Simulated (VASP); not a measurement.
# Cu (I4/mmm) in VASP: further runs

The runs below take Cu through single point, with PBEsol.

Program: VASP 6.6.1. These are calculated values, not measurements. Logs are shortened: lines on timing, memory, paths and dates and some standing lists are left out, and cuts for length are marked.

### Step 1. The cell of the first run

It takes space group I4/mmm (No. 139, tetragonal). The conventional cell has a = 2.911 Å, b = 2.911 Å, c = 2.776 Å, α = 90.00°, β = 90.00°, γ = 90.00°. Within 3.3 Å of Cu (site symmetry 4/mmm) lie 14 Cu at 2.48 to 2.91 Å.

### Step 2. Single point, PBEsol

Input file INCAR:

```
SYSTEM = Cu
PREC = Accurate ; ENCUT = 520
EDIFF = 1E-6 ; ISMEAR = 1
SIGMA = 0.1 ; LREAL = .False.
LASPH = .True. ; NELM = 100
ALGO = Normal ; ISIF = 2
LWAVE = .False. ; LCHARG = .False.
GGA = PS ; NBANDS = 12
```

Input file KPOINTS:

```
Automatic mesh
0
Gamma
  14 14 14
  0 0 0
```

Input file POSCAR:

```
Cu
1.0
   -1.4555058104      1.4555058104      1.3882061404
    1.4555058104     -1.4555058104      1.3882061404
    1.4555058104      1.4555058104     -1.3882061404
Cu
1
Direct
    0.0000000000      0.0000000000      0.0000000000
```

Potentials or basis: VASP PAW PBE potentials, release 64 (Cu).

Command:

```console
$ cat potpaw_PBE.64/Cu/POTCAR > POTCAR
$ mpirun -np 1 vasp_std > vasp.out
```

OUTCAR:

```text
SYSTEM = Cu
   PREC = Accurate
   ENCUT = 520
   EDIFF = 1E-6
   ISMEAR = 1
   LREAL = .False.
   LASPH = .True.
   NELM = 100
   ISIF = 2
   GGA = PS

 ion  position               nearest neighbor table
   1  0.000  0.000  0.000-

  LATTYP: Found a body centered tetragonal cell.
 ALAT       =     2.9110116208
 C/A-ratio  =     0.9537620053

  Lattice vectors:

 A1 = (  -1.4555058104,   1.4555058104,   1.3882061404)
 A2 = (   1.4555058104,  -1.4555058104,   1.3882061404)
 A3 = (   1.4555058104,   1.4555058104,  -1.3882061404)

Analysis of symmetry for initial positions (statically):
=====================================================================
 Subroutine PRICEL returns:
 Original cell was already a primitive cell.

 Routine SETGRP: Setting up the symmetry group for a
 body centered tetragonal supercell.

 Subroutine GETGRP returns: Found 16 space group operations
 (whereof 16 operations were pure point group operations)
 out of a pool of 16 trial point group operations.

The static configuration has the point symmetry D_4h.

Analysis of symmetry for dynamics (positions and initial velocities):
=====================================================================
 Subroutine PRICEL returns:
 Original cell was already a primitive cell.

 Routine SETGRP: Setting up the symmetry group for a
 body centered tetragonal supercell.

 Subroutine GETGRP returns: Found 16 space group operations
 (whereof 16 operations were pure point group operations)
 out of a pool of 16 trial point group operations.

The dynamic configuration has the point symmetry D_4h.

 Subroutine INISYM returns: Found 16 space group operations
 (whereof 16 operations are pure point group operations),
 and found     1 'primitive' translations

----------------------------------------------------------------------------------------

                                     Primitive cell

  volume of cell :      11.7636

  direct lattice vectors                    reciprocal lattice vectors
    -1.455505810  1.455505810  1.388206140     0.000000000  0.343523191  0.360177055
     1.455505810 -1.455505810  1.388206140     0.343523191  0.000000000  0.360177055
     1.455505810  1.455505810 -1.388206140     0.343523191  0.343523191  0.000000000

  length of vectors
     2.482762698  2.482762698  2.482762698     0.497730543  0.497730543  0.485815155

  position of ions in fractional coordinates (direct lattice)
     0.000000000  0.000000000  0.000000000

  ion indices of the primitive-cell ions
   primitive index   ion index
                 1           1

----------------------------------------------------------------------------------------

 KPOINTS: Automatic mesh

Automatic generation of k-mesh.
 Grid dimensions read from file:
 generate k-points for:   14   14   14

 Generating k-lattice:

  Cartesian coordinates                     Fractional coordinates (reciprocal lattice)
     0.000000000  0.024537371  0.025726933     0.071428571  0.000000000  0.000000000
     0.024537371  0.000000000  0.025726933     0.000000000  0.071428571  0.000000000
     0.024537371  0.024537371  0.000000000     0.000000000  0.000000000  0.071428571

  Length of vectors
     0.035552182  0.035552182  0.034701083

  Shift w.r.t. Gamma in fractional coordinates (k-lattice)
     0.000000000  0.000000000  0.000000000

 Subroutine IBZKPT returns following result:
 ===========================================

 Found    244 irreducible k-points:

 Following reciprocal coordinates:
            Coordinates               Weight
  0.000000  0.000000  0.000000      1.000000
  0.071429  0.000000  0.000000      8.000000
  0.142857 -0.000000  0.000000      8.000000
  0.214286 -0.000000  0.000000      8.000000
  0.285714  0.000000  0.000000      8.000000
  0.357143 -0.000000  0.000000      8.000000
[... 16 lines left out ...]
  0.214286  0.142857  0.000000     16.000000
  0.285714  0.142857  0.000000     16.000000
 [... further k-points ...]
   k-points           NKPTS =    244   k-points in BZ     NKDIM =    244   number of bands    NBANDS=     12
   number of dos      NEDOS =    301   number of ions     NIONS =      1
   total plane-waves  NPLWV =   5832
   dimension x,y,z NGX =    18 NGY =   18 NGZ =   18
   dimension x,y,z NGXF=    36 NGYF=   36 NGZF=   36
   ions per type =               1
   NGX,Y,Z   is equivalent  to a cutoff of  12.05, 12.05, 12.05 a.u.
   NGXF,Y,Z  is equivalent  to a cutoff of  24.11, 24.11, 24.11 a.u.
 SYSTEM =  Cu
   PREC   = accura    normal or accurate (medium, high low for compatibility)
   ISTART =      0    job   : 0-new  1-cont  2-samecut
   ICHARG =      2    charge: 1-file 2-atom 10-const
   ISPIN  =      1    spin polarized calculation?
   LNONCOLLINEAR =      F non collinear calculations
   LSORBIT =      F    spin-orbit coupling
   LASPH  =      T    aspherical Exc in radial PAW
   ENCUT  =  520.0 eV  38.22 Ry    6.18 a.u.   4.62  4.62  4.62*2*pi/ulx,y,z
   NELM   =    100;   NELMIN=  2; NELMDL= -5     # of ELM steps
   EDIFF  = 0.1E-05   stopping-criterion for ELM
   LREAL  =      F    real-space projection
   EDIFFG = 0.1E-04   stopping-criterion for IOM
   NSW    =      0    number of steps for IOM
   IBRION =     -1    ionic relax: 0-MD 1-quasi-New 2-CG
   NFREE  =      0    steps in history (QN), initial steepest desc. (CG)
   ISIF   =      2    stress and relaxation
   ISYM   =      2    0-nonsym 1-usesym 2-fastsym
   POTIM  = 0.5000    time-step for ionic-motion
   TEBEG  =    0.0;   TEEND  =   0.0 temperature during run
   PSTRESS=    0.0 pullay stress
   NELECT =      11.0000    total number of electrons
   NUPDOWN=      -1.0000    fix difference up-down
   EMIN   =  10.00;   EMAX   =-10.00  energy-range for DOS
   EFERMI =   0.00;   METHOD = LEGACY
   ISMEAR =     1;   SIGMA  =   0.10  broadening in eV -4-tet -1-fermi 0-gaus
   EFERMI_NEDOS =   21; number of points for ismear=-14 and -15
   IALGO  =     38    algorithm
   IMIX   =      4    mixing-type and parameters
     AMIX     =   0.40;   BMIX     =  1.00
     AMIX_MAG =   1.60;   BMIX_MAG =  1.00
  volume/ion in A,a.u.               =      11.76        79.38
  Fermi-wavevector in a.u.,A,eV,Ry     =   1.600879  3.025222 34.869186  2.562813
  Thomas-Fermi vector in A             =   2.697945
   LORBIT       =      0    0 simple, 1 ext, 2 COOP (PROOUT), +10 PAW based schemes
   GGA     = PS    functional components
   LHFCALC =     F    Hartree Fock is set to
   AEXX    =    0.0000 exact exchange contribution
   IVDW    =     0    specifies the selected vdW correction
   LEPSILON=     F    determine dielectric tensor
   LRPA    =     F    only Hartree local field effects (RPA)
 non-spin polarized calculation
 Methfessel and Paxton  Order N= 1 SIGMA  =   0.10
  energy-cutoff  :      520.00
  volume of cell :       11.76
 maximum number of plane-waves:       337
   NGX =  9   NGY =  9   NGZ =  9

 number of electron      10.9999990 magnetization

 Free energy of the ion-electron system (eV)
  ---------------------------------------------------
  ext. energy  EPLUGINS =         0.00000000
  ---------------------------------------------------
  free energy    TOTEN  =        -4.25845403 eV

  energy without entropy =       -4.25809740  energy(sigma->0) =       -4.25833515

 E-fermi :   7.4444     XC(G=0): -12.9329

 val. band max:        7.4432312799   @ k =   0.2143   0.1429   0.1429
 cond. band min:       7.4582164209   @ k =   0.5000   0.1429   0.0714
 fundamental gap:      0.0149851411
 Fermi energy:         7.4443633321

 k-point     1 :       0.0000    0.0000    0.0000
  band No.  band energies     occupation
      1      -1.9640      2.00000
      2       4.2060      2.00000
      3       4.3932      2.00000
      4       4.3932      2.00000
      5       5.2404      2.00000
      6       5.4439      2.00000
      7      32.0414      0.00000
      8      32.0414      0.00000
      9      33.2812      0.00000
     10      35.7324      0.00000
     11      35.7324      0.00000
     12      35.9668      0.00000

 k-point     2 :       0.0714    0.0000    0.0000
  band No.  band energies     occupation
      1      -1.7635      2.00000
      2       4.2127      2.00000
      3       4.3879      2.00000
      4       4.4237      2.00000
      5       5.2406      2.00000
      6       5.4160      2.00000
      7      30.6999      0.00000
      8      31.4985      0.00000
      9      31.8511      0.00000
     10      33.7508      0.00000
     11      34.3283      0.00000
     12      35.0532      0.00000

 k-point     3 :       0.1429   -0.0000    0.0000
  band No.  band energies     occupation
      1      -1.1740      2.00000
      2       4.1391      2.00000
      3       4.3592      2.00000
      4       4.6076      2.00000
      5       5.2384      2.00000
      6       5.3681      2.00000
      7      27.0945      0.00000
      8      29.9412      0.00000
      9      30.3762      0.00000
     10      31.5847      0.00000
     11      33.1745      0.00000
     12      35.3812      0.00000
[... 286 lines left out ...]
 k-point    23 :       0.2143    0.1429    0.0000
  band No.  band energies     occupation
      1       1.4137      2.00000
      2       3.8637      2.00000
      3       4.0359      2.00000
      4       5.1703      2.00000
      5       5.5213      2.00000
      6       5.7452      2.00000
      7      19.7879      0.00000
      8      22.0775      0.00000
      9      26.0225      0.00000
     10      31.5733      0.00000
     11      34.5342      0.00000
     12      36.5405      0.00000

 k-point    24 :       0.2857    0.1429    0.0000
  band No.  band energies     occupation
      1       2.3060      2.00000
      2       3.7119      2.00000
      3       4.2496      2.00000
      4       5.2190      2.00000
      5       5.6049      2.00000
      6       6.4941      2.00000
      7      16.4260      0.00000
      8      20.9526      0.00000
      9      25.0637      0.00000
     10      31.0873      0.00000
     11      35.2125      0.00000
     12      36.7798      0.00000

 [... further k-points ...]

------------------------ aborting loop because EDIFF is reached ----------------------------------------

  FORCE on cell =-STRESS in cart. coord.  units (eV):
  Direction    XX          YY          ZZ          XY          YZ          ZX
  --------------------------------------------------------------------------------------
  -------------------------------------------------------------------------------------
  Total       -0.3269047     -0.3269047     -0.3696736      0.0000000     -0.0000000     -0.0000000
  in kB      -44.5235667    -44.5235667    -50.3485694      0.0000000     -0.0000000     -0.0000000
  external PRESSURE =     -46.4652342 kB  Pullay stress =       0.0000000 kB

 VOLUME and BASIS-vectors are now :
 -----------------------------------------------------------------------------
  energy-cutoff  :      520.00
  volume of cell :       11.76
      direct lattice vectors                 reciprocal lattice vectors
    -1.455505810  1.455505810  1.388206140     0.000000000  0.343523191  0.360177055
     1.455505810 -1.455505810  1.388206140     0.343523191  0.000000000  0.360177055
     1.455505810  1.455505810 -1.388206140     0.343523191  0.343523191  0.000000000

 POSITION                                       TOTAL-FORCE (eV/Angst)
 -----------------------------------------------------------------------------------
      0.00000      0.00000      0.00000         0.000000     -0.000000     -0.000000
 -----------------------------------------------------------------------------------
    total drift:                                0.000000     -0.000000      0.000000

  FREE ENERGIE OF THE ION-ELECTRON SYSTEM (eV)
  ---------------------------------------------------
  free  energy   TOTEN  =        -4.2584540258 eV

  energy  without entropy=       -4.2580974016  energy(sigma->0) =       -4.25833515
```

It took 43 s on 1 thread of AMD EPYC 7R43 (Zen 3), shared host; peak memory 0.11 GiB.

What came out:

```
Free energy : -4.2585 eV
Pressure    : -4.6 GPa
```

Stress tensor (GPa, compression positive):
```
-4.45  0.00  0.00
 0.00 -4.45  0.00
 0.00  0.00 -5.03
```

Caveat: the PAW data sets were made with another functional, which shifts forces and pressure a little.

### Step 3. Single point, PBEsol

This run uses another cell than the first one, of 12.07 Å³/atom, 1.026 times its volume.

Input file INCAR:

```
SYSTEM = Cu
  PREC = Accurate
  ENCUT = 520
  EDIFF = 1E-7
  ISMEAR = 1
  SIGMA = 0.1
  LREAL = .FALSE.
  LASPH = .TRUE.
  NELM = 80
  ALGO = Normal
  ISIF = 2
  LWAVE = .FALSE.
  LCHARG = .FALSE.
  GGA = PS
  NBANDS = 12
```

Input file KPOINTS:

```
Automatic mesh
0
G
  14 14 14
  0 0 0
```

Input file POSCAR:

```
Cu
1.0
   -1.4680000337      1.4680000337      1.4001226558
    1.4680000337     -1.4680000337      1.4001226558
    1.4680000337      1.4680000337     -1.4001226558
Cu
1
Direct
    0.0000000000      0.0000000000      0.0000000000
```

Potentials or basis: VASP PAW PBE potentials, release 64 (Cu).

Command:

```console
$ cat potpaw_PBE.64/Cu/POTCAR > POTCAR
$ mpirun -np 1 vasp_std > vasp.out
```

OUTCAR:

```text
SYSTEM = Cu
   PREC = Accurate
   ENCUT = 520
   EDIFF = 1E-7
   ISMEAR = 1
   LREAL = .FALSE.
   LASPH = .TRUE.
   NELM = 80
   ISIF = 2
   GGA = PS

 ion  position               nearest neighbor table
   1  0.000  0.000  0.000-

  LATTYP: Found a body centered tetragonal cell.
 ALAT       =     2.9360000674
 C/A-ratio  =     0.9537620052

  Lattice vectors:

 A1 = (  -1.4680000337,   1.4680000337,   1.4001226558)
 A2 = (   1.4680000337,  -1.4680000337,   1.4001226558)
 A3 = (   1.4680000337,   1.4680000337,  -1.4001226558)

Analysis of symmetry for initial positions (statically):
=====================================================================
 Subroutine PRICEL returns:
 Original cell was already a primitive cell.

 Routine SETGRP: Setting up the symmetry group for a
 body centered tetragonal supercell.

 Subroutine GETGRP returns: Found 16 space group operations
 (whereof 16 operations were pure point group operations)
 out of a pool of 16 trial point group operations.

The static configuration has the point symmetry D_4h.

Analysis of symmetry for dynamics (positions and initial velocities):
[... 170 lines left out ...]
      5       4.9724      2.00000
      6       5.1677      2.00000
      7      31.4702      0.00000
      8      31.4702      0.00000
      9      32.7053      0.00000
     10      34.8486      0.00000
     11      34.8486      0.00000
     12      35.2614      0.00000
[... 331 lines left out ...]
 k-point    24 :       0.2857    0.1429   -0.0000
  band No.  band energies     occupation
      1       2.1288      2.00000
      2       3.5027      2.00000
      3       4.0239      2.00000
      4       4.9514      2.00000
      5       5.3215      2.00000
      6       6.1894      2.00000
      7      15.9411      0.00000
      8      20.4127      0.00000
      9      24.4616      0.00000
     10      30.4447      0.00000
     11      34.4629      0.00000
     12      35.9918      0.00000

 [... further k-points ...]

------------------------ aborting loop because EDIFF is reached ----------------------------------------

  FORCE on cell =-STRESS in cart. coord.  units (eV):
  Direction    XX          YY          ZZ          XY          YZ          ZX
  --------------------------------------------------------------------------------------
  -------------------------------------------------------------------------------------
  Total       -0.5901767     -0.5901767     -0.6303263      0.0000000     -0.0000000      0.0000000
  in kB      -78.3455731    -78.3455731    -83.6754024      0.0000000     -0.0000000      0.0000000
  external PRESSURE =     -80.1221829 kB  Pullay stress =       0.0000000 kB

 VOLUME and BASIS-vectors are now :
 -----------------------------------------------------------------------------
  energy-cutoff  :      520.00
  volume of cell :       12.07
      direct lattice vectors                 reciprocal lattice vectors
    -1.468000034  1.468000034  1.400122656     0.000000000  0.340599447  0.357111570
     1.468000034 -1.468000034  1.400122656     0.340599447  0.000000000  0.357111570
     1.468000034  1.468000034 -1.400122656     0.340599447  0.340599447  0.000000000

 POSITION                                       TOTAL-FORCE (eV/Angst)
 -----------------------------------------------------------------------------------
      0.00000      0.00000      0.00000         0.000000      0.000000     -0.000000
 -----------------------------------------------------------------------------------
    total drift:                                0.000000     -0.000000     -0.000000

  FREE ENERGIE OF THE ION-ELECTRON SYSTEM (eV)
  ---------------------------------------------------
  free  energy   TOTEN  =        -4.2464798207 eV

  energy  without entropy=       -4.2461221615  energy(sigma->0) =       -4.24636060
```

OSZICAR:

```text
N       E                     dE             d eps       ncg     rms          rms(c)
DAV:   1     0.417550790432E+02    0.41755E+02   -0.53812E+03  6532   0.151E+03
DAV:   2    -0.400110871091E+01   -0.45756E+02   -0.42184E+02  6084   0.202E+02
DAV:   3    -0.531059636556E+01   -0.13095E+01   -0.13010E+01  6812   0.394E+01
DAV:   4    -0.531845254546E+01   -0.78562E-02   -0.78552E-02  6728   0.270E+00
DAV:   5    -0.531852887912E+01   -0.76334E-04   -0.76333E-04  6780   0.270E-01    0.827E+00
DAV:   6    -0.472493773358E+01    0.59359E+00   -0.17315E+01  6784   0.788E+01    0.451E+00
DAV:   7    -0.426032379028E+01    0.46461E+00   -0.28046E+00  6868   0.317E+01    0.590E-01
DAV:   8    -0.424790343763E+01    0.12420E-01   -0.55704E-03  6700   0.938E-01    0.277E-01
DAV:   9    -0.424647197136E+01    0.14315E-02   -0.77955E-03  7188   0.148E+00    0.221E-02
DAV:  10    -0.424647927182E+01   -0.73005E-05   -0.26018E-05  8076   0.774E-02    0.857E-03
DAV:  11    -0.424647976671E+01   -0.49489E-06   -0.19226E-06  7260   0.279E-02    0.192E-04
DAV:  12    -0.424647982071E+01   -0.54000E-07   -0.13033E-08  3952   0.121E-03
   1 F= -.42464798E+01 E0= -.42463606E+01  d E =-.357659E-03
```

stdout:

```text
POSCAR found type information on POSCAR Cu
 POSCAR found :  1 types and       1 ions
 scaLAPACK will be used
 -----------------------------------------------------------------------------
|                                                                             |
|                                                                             |
|     You enforced a specific xc type in the INCAR file but a different       |
|     I HOPE YOU KNOW WHAT YOU ARE DOING!                                     |
|                                                                             |
 -----------------------------------------------------------------------------

 LDA part: xc-table for (Slater+PW92), standard interpolation
 POSCAR, INCAR and KPOINTS ok, starting setup
 FFT: planning ... GRIDC
 FFT: planning ... GRID_SOFT
 FFT: planning ... GRID
 WAVECAR not read
 entering main loop
```

Wall time 51 s (1 thread of AMD EPYC 7R43 (Zen 3), shared host); peak memory 0.11 GiB.

What came out:

```
Free energy : -4.2465 eV
Pressure    : -8.0 GPa
```

Caveat: the PAW data sets were made with another functional, which shifts forces and pressure a little.

(Continued in part 2 of 2.)
